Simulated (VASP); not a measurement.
Set up this calculation in VASP 6.6.1, as the native input.

- Task: single point
- Functional: r2SCAN
- Potentials or basis: VASP PAW PBE potentials, release 64 (K_sv, Br)
- Cutoff: 520 eV
- k mesh: 6 × 6 × 6
- Occupations: gaussian, width 0.01 eV
- Spin: no spin polarisation
- Dipole correction: no
- Further INCAR settings: ALGO = Normal; EDIFF = 1e-06; NBANDS = 15

Crystal: KBr.

```xyz
2
Lattice="0.0879 3.3284 3.3284 3.3284 0.0879 3.3284 3.3284 3.3284 0.0879" Properties=species:S:1:pos:R:3 pbc="T T T"
K     0.0000    0.0000    0.0000
Br    3.3723    3.3723    3.3723
```

This cell differs from its parent crystal: epitaxial 111 strain -1.9%.

These files were run (other wordings do the same):

POSCAR

```
KBr
1.0
    0.0878544637      3.3283502496      3.3283502496
    3.3283502496      0.0878544637      3.3283502496
    3.3283502496      3.3283502496      0.0878544637
K Br
1 1
Direct
    0.0000000000      0.0000000000      0.0000000000
    0.5000000000      0.5000000000      0.5000000000
```

INCAR.step1

```
ALGO = Normal
EDIFF = 1E-4
ENCUT = 520
GGA = PE
ISMEAR = 0
LASPH = True
LCHARG = False
LREAL = False
LWAVE = True
NBANDS = 15
NELM = 100
PREC = Accurate
SIGMA = 0.01
```

INCAR.step2

```
ALGO = Normal
EDIFF = 1E-6
ENCUT = 520
ISIF = 2
ISMEAR = 0
ISTART = 1
LASPH = True
LCHARG = False
LMIXTAU = True
LREAL = False
LWAVE = False
METAGGA = R2SCAN
NBANDS = 15
NELM = 100
PREC = Accurate
SIGMA = 0.01
```

KPOINTS

```
k-points
0
Gamma
  6 6 6
```

Potentials or basis: VASP PAW PBE potentials, release 64 (K_sv, Br).

Launch:

```bash
$ cat potpaw_PBE.64/K_sv/POTCAR potpaw_PBE.64/Br/POTCAR > POTCAR
$ cp INCAR.step1 INCAR
$ mpirun -np 1 vasp_std > vasp.out
$ cp INCAR.step2 INCAR
$ mpirun -np 1 vasp_std > vasp.out
```

Results of the run:

* Pressure: 0.3 GPa
* Band gap on the k mesh: 5.08 eV

Caveat: the cell differs from its parent crystal (epitaxial 111 strain -1.9%); the PAW data sets were made with another functional, which shifts forces and pressure a little.

It took 94 s on 1 thread of Intel(R) Xeon(R) Platinum 8488C (Sapphire Rapids), with other jobs on the host, peak memory 0.22 GiB.
